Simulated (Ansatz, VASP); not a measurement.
## Co in VASP and in Ansatz

Contents of INCAR:

```
SYSTEM = Co
PREC = Accurate
ENCUT = 600
EDIFF = 1E-6
ISMEAR = -1
SIGMA = 0.1
LREAL = .FALSE.
LASPH = .TRUE.
NELM = 120
ALGO = Normal
ISIF = 2
LWAVE = .FALSE.
LCHARG = .FALSE.
GGA = RP
NBANDS = 10
GGA_COMPAT = .FALSE.
```

File KPOINTS:

```
Automatic mesh
0
G
  15 15 15
  0 0 0
```

File POSCAR:

```
Co
1.0
    2.3945419524      0.0000000000      0.0000000000
    0.0000000000      2.3945419524      0.0000000000
    0.0000000000      0.0000000000      2.3945419524
Co
1
Direct
    0.0000000000      0.0000000000      0.0000000000
```

Input for Ansatz:

```yaml
crystal:
  lattice:
    - [2.3945419524, 0.0, 0.0]
    - [0.0, 2.3945419524, 0.0]
    - [0.0, 0.0, 2.3945419524]
  atoms:
    - { symbol: Co, position: [0.0, 0.0, 0.0] }
hamiltonian:
  xc: rpbe
  pseudopotentials:
    kind: paw
    azcp:
      Co: "pseudopotentials/Co.paw.azcp"
basis:
  ecutwfc: 420
  fft_grid_basis: typed
kpoints:
  mp_grid: { grid: [15, 15, 15], shift: [0, 0, 0] }
magnetization:
  spin_polarized: false
scf:
  occupations: { method: fermi_dirac, width: 0.1 }
  lower_state_search: "off"
output:
  stress: true
```

Alike in both runs: task single point; functional RPBE; k mesh 15 × 15 × 15; occupations fermi-dirac, width 0.1 eV; no spin polarisation.

|  | VASP | Ansatz |
| --- | --- | --- |
| version | VASP 6.6.1 | Ansatz 0.2.0 |
| potentials or method | VASP PAW PBE potentials, release 64 (Co), cutoff 600 eV | plane waves (420 eV) with PAW, scalar-relativistic |
| valence electrons in the cell | 9 | 17 |

```tsv
	VASP	Ansatz	Ansatz less VASP
pressure (GPa)	-14.4	-14.2	+0.22
```

VASP's potentials were made for PBE, not for RPBE. VASP's potentials hold 9 valence electrons a cell and Ansatz's 17, so a difference there can come from the potentials and not from the codes.
